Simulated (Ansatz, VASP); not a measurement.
# One calculation of Bi, two programs

The input INCAR:

```
SYSTEM = Bi
PREC = Accurate ; ENCUT = 520
EDIFF = 1E-6 ; ISMEAR = -1
SIGMA = 0.08 ; LREAL = .False.
LASPH = .True. ; NELM = 60
ALGO = Normal ; ISIF = 2
LWAVE = .False. ; LCHARG = .True.
GGA = PE ; LELF = .True.
LVHAR = .True. ; NBANDS = 14
```

File KPOINTS:

```
regular mesh
0
Gamma
  13 13 13
  0 0 0
```

The input POSCAR:

```
Bi
1.0
   -1.5275667774      1.5275667774      1.5275667774
    1.5275667774     -1.5275667774      1.5275667774
    1.5275667774      1.5275667774     -1.5275667774
Bi
1
Direct
    0.0000000000      0.0000000000      0.0000000000
```

Input for Ansatz:

```yaml
crystal:
  lattice:
    - [-1.5275667774, 1.5275667774, 1.5275667774]
    - [1.5275667774, -1.5275667774, 1.5275667774]
    - [1.5275667774, 1.5275667774, -1.5275667774]
  atoms:
    - { symbol: Bi, position: [0.0, 0.0, 0.0] }
kpoints:
  mp_grid: { grid: [13, 13, 13] }
scf:
  occupations: { method: fermi_dirac, width: 0.08 }
hamiltonian:
  xc: pbe
  pseudopotentials: { kind: paw, partial_waves: polarizable }
output:
  forces: true
  stress: true
  eigenvalues: true
  write_density: true
  write_potential: true
  elf: true
  volumetric_format: npy
```

Change from the starting cell: volume scaled by 0.45, PAW files, partial_waves polarizable.

Alike in both runs: task single point; functional PBE; k mesh 13 × 13 × 13; occupations fermi-dirac, width 0.08 eV; no spin polarisation.

|  | VASP | Ansatz |
| --- | --- | --- |
| version | VASP 6.6.1 | Ansatz 0.2.0 |
| potentials or method | VASP PAW PBE potentials, release 64 (Bi_d) | PAW with Ansatz's default frozen-core files, scalar-relativistic |
| plane-wave cutoff (eV) | 520 | 420 |
| valence electrons in the cell | 15 | 15 |

```tsv
	VASP	Ansatz	Ansatz less VASP
pressure (GPa)	268.9	268.9	+0.03
```

Both programs put the cell under a high pressure, so it lies far from rest at this level. The functional is the same, so the differences come from potentials, cutoffs and numerics.

Spin-orbit coupling is off throughout. Noted on VASP's run: the cell as given lies far from equilibrium.
